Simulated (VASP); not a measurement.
Ga:

```
Ga
1.0
     2.75223    0.00000    0.00000
     0.00000    2.75223    0.00000
     0.00000    0.00000    2.75223
Ga
1
Direct
  0.00000 0.00000 0.00000
```

Base run:

| Item | Value |
| --- | --- |
| Program | VASP 6.6.1 |
| Functional | PBE |
| Potentials or basis | VASP PAW PBE potentials, release 64 (Ga_d) |
| Cutoff | 520 eV |
| k mesh | 10 × 10 × 10 |
| Occupations | fermi-dirac, width 0.05 eV |
| Spin | no spin polarisation |

Its results: pressure -1.2 GPa.

Q: The run is repeated on the same cell with these changes: functional from PBE to PBE0; k mesh from 10 × 10 × 10 to 5 × 5 × 5. What comes out?

A: Pressure -3.3 GPa.

Several settings changed at once, so the effect can't be laid on one alone.

Caveats: some runs use coarse meshes; the PAW data sets were made with another functional, which shifts forces and pressure a little (some runs).
